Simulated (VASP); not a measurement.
# BiPt2C (P-6m2) in VASP: single point with PBEsol

Aim: the single point of BiPt2C with PBEsol.

All numbers are computed with VASP 6.6.1; they aren't measurements. Logs are shortened: lines on timing, memory, paths and dates and some standing lists are left out, and cuts for length are marked.

## 1. The cell of the first run

The structure is hexagonal, space group P-6m2 (No. 187). The conventional cell has a = 4.275 Å, b = 4.275 Å, c = 4.953 Å, α = 90.00°, β = 90.00°, γ = 120.00°. Bi (site symmetry -6m2) has 6 Pt at 2.68 Å and 6 C at 3.50 Å within 3.5 Å. Within 2.9 Å of Pt (site symmetry 3m) lie 2 Pt at 2.10 to 2.86 Å and 3 Bi at 2.68 Å and 3 C at 2.85 Å. C (site symmetry -6m2) has 6 Pt at 2.85 Å and 6 Bi at 3.50 Å within 3.8 Å.

## 2. Single point, PBEsol (Pb replaced by C, lengths x 0.926, strained)

File INCAR:

```
PREC = Accurate
ENCUT = 700
EDIFF = 1E-6
ISMEAR = 0
SIGMA = 0.1
LREAL = F
LASPH = T
NELM = 120
ALGO = Normal
ISIF = 2
LWAVE = F
LCHARG = T
GGA = PS
LELF = T
LVHAR = T
NBANDS = 36
GGA_COMPAT = F
```

File KPOINTS:

```
regular mesh
0
Gamma
  12 12 8
```

File POSCAR:

```
BiPt2C
1.0
    4.2751190903      0.0000000000      0.0000000000
   -2.1375595451      3.7023617364      0.0000000000
    0.0000000000      0.0000000000      4.9531477622
Bi Pt C
1 2 1
Direct
    0.3333333300      0.6666666700      0.0000000000
    0.0000000000      0.0000000000      0.2117877889
    0.0000000000      0.0000000000      0.7882122111
    0.6666666700      0.3333333300      0.5000000000
```

Potentials or basis: VASP PAW PBE potentials, release 64 (Bi_d, Pt_sv_GW, C).

The run is started by

```
$ cat potpaw_PBE.64/Bi_d/POTCAR potpaw_PBE.64/Pt_sv_GW/POTCAR potpaw_PBE.64/C/POTCAR > POTCAR
$ mpirun -np 1 vasp_std > vasp.out
```

OUTCAR:

```text
PREC = Accurate
   ENCUT = 700
   EDIFF = 1E-6
   ISMEAR = 0
   LREAL = F
   LASPH = T
   NELM = 120
   ISIF = 2
   GGA = PS

 ion  position               nearest neighbor table
   1  0.333  0.667  0.000-   2 2.68   3 2.68   2 2.68   3 2.68   2 2.68   3 2.68
   2  0.000  0.000  0.212-   3 2.10   1 2.68   1 2.68   1 2.68   3 2.86
   3  0.000  0.000  0.788-   2 2.10   1 2.68   1 2.68   1 2.68   2 2.86
   4  0.667  0.333  0.500-

  LATTYP: Found a hexagonal cell.
 ALAT       =     4.2751190903
 C/A-ratio  =     1.1585987800

  Lattice vectors:

 A1 = (   4.2751190903,   0.0000000000,   0.0000000000)
 A2 = (  -2.1375595451,   3.7023617364,   0.0000000000)
 A3 = (   0.0000000000,   0.0000000000,   4.9531477622)

Analysis of symmetry for initial positions (statically):
=====================================================================
 Subroutine PRICEL returns:
 Original cell was already a primitive cell.

 Routine SETGRP: Setting up the symmetry group for a
 hexagonal supercell.

 Subroutine GETGRP returns: Found 12 space group operations
 (whereof 12 operations were pure point group operations)
 out of a pool of 24 trial point group operations.

The static configuration has the point symmetry D_3h.

Analysis of symmetry for dynamics (positions and initial velocities):
=====================================================================
 Subroutine PRICEL returns:
 Original cell was already a primitive cell.

 Routine SETGRP: Setting up the symmetry group for a
 hexagonal supercell.

 Subroutine GETGRP returns: Found 12 space group operations
 (whereof 12 operations were pure point group operations)
 out of a pool of 24 trial point group operations.

The dynamic configuration has the point symmetry D_3h.

 Subroutine INISYM returns: Found 12 space group operations
 (whereof 12 operations are pure point group operations),
 and found     1 'primitive' translations

----------------------------------------------------------------------------------------

                                     Primitive cell

  volume of cell :      78.3986

  direct lattice vectors                    reciprocal lattice vectors
     4.275119090  0.000000000  0.000000000     0.233911612  0.135048932  0.000000000
    -2.137559545  3.702361736  0.000000000     0.000000000  0.270097865  0.000000000
     0.000000000  0.000000000  4.953147762     0.000000000  0.000000000  0.201891817

  length of vectors
     4.275119090  4.275119090  4.953147762     0.270097865  0.270097865  0.201891817

  position of ions in fractional coordinates (direct lattice)
     0.333333330  0.666666670  0.000000000
     0.000000000  0.000000000  0.211787789
     0.000000000  0.000000000  0.788212211
     0.666666670  0.333333330  0.500000000

  ion indices of the primitive-cell ions
   primitive index   ion index
                 1           1
                 2           2
                 3           3
                 4           4

----------------------------------------------------------------------------------------

 KPOINTS: regular mesh

Automatic generation of k-mesh.
 Grid dimensions read from file:
 generate k-points for:   12   12    8

 Generating k-lattice:

  Cartesian coordinates                     Fractional coordinates (reciprocal lattice)
     0.019492634  0.011254078  0.000000000     0.083333333  0.000000000  0.000000000
     0.000000000  0.022508155  0.000000000     0.000000000  0.083333333  0.000000000
     0.000000000  0.000000000  0.025236477     0.000000000  0.000000000  0.125000000

  Length of vectors
     0.022508155  0.022508155  0.025236477

  Shift w.r.t. Gamma in fractional coordinates (k-lattice)
     0.000000000  0.000000000  0.000000000

 Subroutine IBZKPT returns following result:
 ===========================================

 Found     95 irreducible k-points:

 Following reciprocal coordinates:
            Coordinates               Weight
  0.000000  0.000000  0.000000      1.000000
  0.083333 -0.000000  0.000000      6.000000
  0.166667  0.000000  0.000000      6.000000
  0.250000  0.000000  0.000000      6.000000
  0.333333  0.000000  0.000000      6.000000
  0.416667  0.000000  0.000000      6.000000
[... 16 lines left out ...]
  0.250000  0.000000  0.125000     12.000000
  0.333333  0.000000  0.125000     12.000000
 [... further k-points ...]
   k-points           NKPTS =     95   k-points in BZ     NKDIM =     95   number of bands    NBANDS=     36
   number of dos      NEDOS =    301   number of ions     NIONS =      4
   total plane-waves  NPLWV =  76800
   dimension x,y,z NGX =    40 NGY =   40 NGZ =   48
   dimension x,y,z NGXF=    80 NGYF=   80 NGZF=   96
   ions per type =               1   2   1
   NGX,Y,Z   is equivalent  to a cutoff of  15.55, 15.55, 16.11 a.u.
   NGXF,Y,Z  is equivalent  to a cutoff of  31.11, 31.11, 32.22 a.u.
 SYSTEM =  unknown system
   PREC   = accura    normal or accurate (medium, high low for compatibility)
   ISTART =      0    job   : 0-new  1-cont  2-samecut
   ICHARG =      2    charge: 1-file 2-atom 10-const
   ISPIN  =      1    spin polarized calculation?
   LNONCOLLINEAR =      F non collinear calculations
   LSORBIT =      F    spin-orbit coupling
   LASPH  =      T    aspherical Exc in radial PAW
   ENCUT  =  700.0 eV  51.45 Ry    7.17 a.u.   9.22  9.22 10.69*2*pi/ulx,y,z
   NELM   =    120;   NELMIN=  2; NELMDL= -5     # of ELM steps
   EDIFF  = 0.1E-05   stopping-criterion for ELM
   LREAL  =      F    real-space projection
[... 7 lines left out ...]
   TEBEG  =    0.0;   TEEND  =   0.0 temperature during run
   PSTRESS=    0.0 pullay stress
   NELECT =      55.0000    total number of electrons
   NUPDOWN=      -1.0000    fix difference up-down
   EMIN   =  10.00;   EMAX   =-10.00  energy-range for DOS
   EFERMI =   0.00;   METHOD = LEGACY
   ISMEAR =     0;   SIGMA  =   0.10  broadening in eV -4-tet -1-fermi 0-gaus
   EFERMI_NEDOS =   21; number of points for ismear=-14 and -15
   IALGO  =     38    algorithm
   IMIX   =      4    mixing-type and parameters
     AMIX     =   0.40;   BMIX     =  1.00
     AMIX_MAG =   1.60;   BMIX_MAG =  1.00
  volume/ion in A,a.u.               =      19.60       132.26
  Fermi-wavevector in a.u.,A,eV,Ry     =   1.454654  2.748897 28.790164  2.116017
  Thomas-Fermi vector in A             =   2.571779
   LORBIT       =      0    0 simple, 1 ext, 2 COOP (PROOUT), +10 PAW based schemes
   GGA     = PS    functional components
   LHFCALC =     F    Hartree Fock is set to
   AEXX    =    0.0000 exact exchange contribution
   IVDW    =     0    specifies the selected vdW correction
   LEPSILON=     F    determine dielectric tensor
   LRPA    =     F    only Hartree local field effects (RPA)
 non-spin polarized calculation
 Gauss-broadening in eV      SIGMA  =   0.10
  energy-cutoff  :      700.00
  volume of cell :       78.40
 maximum number of plane-waves:      3327
 NGX is ok and might be reduce to    40
   NGX = 19   NGY = 19   NGZ = 21

 number of electron      55.0000000 magnetization

 Free energy of the ion-electron system (eV)
  ---------------------------------------------------
  ext. energy  EPLUGINS =         0.00000000
  ---------------------------------------------------
  free energy    TOTEN  =       -18.98502629 eV

  energy without entropy =      -18.97173631  energy(sigma->0) =      -18.97838130

 E-fermi :   7.0004     XC(G=0): -11.4636

 val. band max:        6.9986236668   @ k =   0.3333   0.3333   0.3750
 cond. band min:       7.0038158606   @ k =   0.2500   0.0833   0.5000
 fundamental gap:      0.0051921938
 Fermi energy:         7.0004053636

 k-point     1 :       0.0000    0.0000    0.0000
  band No.  band energies     occupation
      1     -91.9269      2.00000
      2     -91.7182      2.00000
      3     -47.2580      2.00000
      4     -45.9548      2.00000
      5     -45.9548      2.00000
      6     -45.7178      2.00000
[... 28 lines left out ...]
     35      13.8770      0.00000
     36      15.6669      0.00000

 k-point     2 :       0.0833   -0.0000    0.0000
  band No.  band energies     occupation
      1     -91.9268      2.00000
      2     -91.7181      2.00000
      3     -47.2580      2.00000
      4     -45.9550      2.00000
      5     -45.9549      2.00000
      6     -45.7179      2.00000
[... 28 lines left out ...]
     35      14.1465      0.00000
     36      16.0101      0.00000

 k-point     3 :       0.1667    0.0000    0.0000
  band No.  band energies     occupation
      1     -91.9269      2.00000
      2     -91.7181      2.00000
      3     -47.2579      2.00000
      4     -45.9553      2.00000
      5     -45.9549      2.00000
      6     -45.7180      2.00000
[... 28 lines left out ...]
     35      14.8184      0.00000
     36      15.2482      0.00000

 k-point     4 :       0.2500    0.0000    0.0000
  band No.  band energies     occupation
      1     -91.9269      2.00000
      2     -91.7181      2.00000
      3     -47.2578      2.00000
      4     -45.9557      2.00000
      5     -45.9549      2.00000
      6     -45.7182      2.00000
[... 28 lines left out ...]
     35      14.7638      0.00000
     36      15.6976      0.00000

 k-point     5 :       0.3333    0.0000    0.0000
  band No.  band energies     occupation
      1     -91.9269      2.00000
      2     -91.7181      2.00000
      3     -47.2577      2.00000
      4     -45.9561      2.00000
      5     -45.9549      2.00000
      6     -45.7184      2.00000
[... 655 lines left out ...]
 k-point    22 :       0.1667    0.0000    0.1250
  band No.  band energies     occupation
      1     -91.9264      2.00000
      2     -91.7186      2.00000
      3     -47.2472      2.00000
      4     -45.9542      2.00000
      5     -45.9538      2.00000
      6     -45.7191      2.00000
[... 28 lines left out ...]
     35      14.3615      0.00000
     36      14.8542      0.00000

 k-point    23 :       0.2500    0.0000    0.1250
  band No.  band energies     occupation
      1     -91.9264      2.00000
      2     -91.7186      2.00000
      3     -47.2471      2.00000
      4     -45.9546      2.00000
      5     -45.9538      2.00000
      6     -45.7193      2.00000
[... 28 lines left out ...]
     35      15.0508      0.00000
     36      15.4789      0.00000

 k-point    24 :       0.3333    0.0000    0.1250
  band No.  band energies     occupation
      1     -91.9264      2.00000
      2     -91.7187      2.00000
      3     -47.2470      2.00000
      4     -45.9550      2.00000
      5     -45.9538      2.00000
      6     -45.7195      2.00000
[... 28 lines left out ...]
     35      15.3439      0.00000
     36      15.7369      0.00000

 [... further k-points ...]

------------------------ aborting loop because EDIFF is reached ----------------------------------------

  FORCE on cell =-STRESS in cart. coord.  units (eV):
  Direction    XX          YY          ZZ          XY          YZ          ZX
  --------------------------------------------------------------------------------------
  -------------------------------------------------------------------------------------
  Total        0.1285725      0.1285725     27.0456154      0.0000000      0.0000000     -0.0000000
  in kB        2.6275455      2.6275455    552.7122621      0.0000000      0.0000000     -0.0000000
  external PRESSURE =     185.9891177 kB  Pullay stress =       0.0000000 kB

 VOLUME and BASIS-vectors are now :
 -----------------------------------------------------------------------------
  energy-cutoff  :      700.00
  volume of cell :       78.40
      direct lattice vectors                 reciprocal lattice vectors
     4.275119090  0.000000000  0.000000000     0.233911612  0.135048932  0.000000000
    -2.137559545  3.702361736  0.000000000     0.000000000  0.270097865  0.000000000
     0.000000000  0.000000000  4.953147762     0.000000000  0.000000000  0.201891817

 POSITION                                       TOTAL-FORCE (eV/Angst)
 -----------------------------------------------------------------------------------
     -0.00000      2.46824      0.00000        -0.000000     -0.000000      0.000000
      0.00000      0.00000      1.04902        -0.000000      0.000000     16.346458
      0.00000      0.00000      3.90413        -0.000000     -0.000000    -16.346458
      2.13756      1.23412      2.47657         0.000000     -0.000000      0.000000
 -----------------------------------------------------------------------------------
    total drift:                                0.000009     -0.000005      0.000000

  FREE ENERGIE OF THE ION-ELECTRON SYSTEM (eV)
  ---------------------------------------------------
  free  energy   TOTEN  =       -18.9850262914 eV

  energy  without entropy=      -18.9717363144  energy(sigma->0) =      -18.97838130
```

Wall time 6.9 min (1 thread of AMD EPYC 7R43 (Zen 3), shared host); peak memory 0.51 GiB.

What came out:

```yaml
Free_energy: -18.9850 eV
Pressure: 18.6 GPa
Largest_force: 16.346 eV/Å
Band_gap_on_the_k_mesh: zero (an odd number of electrons rules out a gap without spin polarisation)
```

Forces on the atoms (eV/Å):
```
Bi    0.000   0.000   0.000
Pt    0.000   0.000  16.346
Pt    0.000   0.000 -16.346
C     0.000   0.000   0.000
```

Stress tensor (GPa, compression positive):
```
 0.26  0.00  0.00
 0.00  0.26  0.00
 0.00  0.00 55.27
```

Levels at points of the mesh, in eV from the Fermi level:
```csv
k point,band 24,band 25,band 26,band 27,band 28,band 29,band 30,band 31
"(0.00, 0.00, 0.00)",-0.38,-0.38,-0.02,-0.02,1.13,1.73,3.15,3.26
"(0.50, 0.00, 0.00)",-2.00,-1.76,-1.60,-1.07,-0.40,-0.13,2.60,2.88
"(0.00, 0.00, 0.50)",-1.95,-1.95,-1.04,-0.97,1.21,1.21,3.41,3.50
"(0.50, 0.00, 0.50)",-2.71,-2.28,-1.90,-1.16,0.64,0.92,1.02,1.26
```

Caveat: the cell differs from its parent crystal (Pb replaced by C, lengths x 0.926, strained); the stress differs along the axes, from 0 to 55 GPa; the PAW data sets were made with another functional, which shifts forces and pressure a little; spin-orbit coupling is left out, which moves the levels of the heavy elements.
